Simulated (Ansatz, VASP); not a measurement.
One calculation of Cu, two programs

POSCAR

```
Cu
1.0
    0.0000000000      1.7881324402      1.7881324402
    1.7881324402      0.0000000000      1.7881324402
    1.7881324402      1.7881324402      0.0000000000
Cu
1
Direct
    0.0000000000      0.0000000000      0.0000000000
```

The input INCAR.step1:

```
ALGO = Normal
EDIFF = 1E-4
ENCUT = 520
GGA = PE
ISMEAR = 0
LASPH = T
LCHARG = F
LREAL = F
LWAVE = T
NBANDS = 12
NELM = 100
PREC = Accurate
SIGMA = 0.01
```

File INCAR.step2:

```
ALGO = Normal
EDIFF = 1E-6
ENCUT = 520
ISIF = 2
ISMEAR = 0
ISTART = 1
LASPH = T
LCHARG = F
LMIXTAU = T
LREAL = F
LWAVE = F
METAGGA = R2SCAN
NBANDS = 12
NELM = 100
PREC = Accurate
SIGMA = 0.01
```

File KPOINTS:

```
k-points
0
Gamma
  15 15 15
```

Input for Ansatz:

```yaml
crystal:
  lattice:
    - [0.0, 1.7881324402, 1.7881324402]
    - [1.7881324402, 0.0, 1.7881324402]
    - [1.7881324402, 1.7881324402, 0.0]
  atoms:
    - { symbol: Cu, position: [0.0, 0.0, 0.0] }
hamiltonian:
  xc: r2scan
  pseudopotentials:
    kind: paw
    azcp:
      Cu: "pseudopotentials/Cu.paw.azcp"
basis:
  ecutwfc: 500
  fft_grid_basis: typed
kpoints:
  mp_grid: { grid: [15, 15, 15], shift: [0, 0, 0] }
magnetization:
  spin_polarized: false
scf:
  occupations: { method: gaussian, width: 0.01 }
  lower_state_search: "off"
output:
  stress: true
  write_density: true
  write_potential: true
  elf: true
  volumetric_format: npy
```

Alike in both runs: task single point; functional r2SCAN; k mesh 15 × 15 × 15; occupations gaussian, width 0.01 eV; no spin polarisation.

|  | VASP | Ansatz |
| --- | --- | --- |
| version | VASP 6.6.1 | Ansatz 0.2.0 |
| potentials or method | VASP PAW PBE potentials, release 64 (Cu), cutoff 520 eV | plane waves (500 eV) with PAW, scalar-relativistic |
| valence electrons in the cell | 11 | 19 |

```csv
,VASP,Ansatz,Ansatz less VASP
pressure (GPa),0.3,-0.2,-0.48
```

VASP's potentials were made for PBE, not for r2SCAN. The functional is the same, so the differences come from potentials, cutoffs and numerics. VASP's potentials hold 11 valence electrons a cell and Ansatz's 19, so a difference there can come from the potentials and not from the codes.
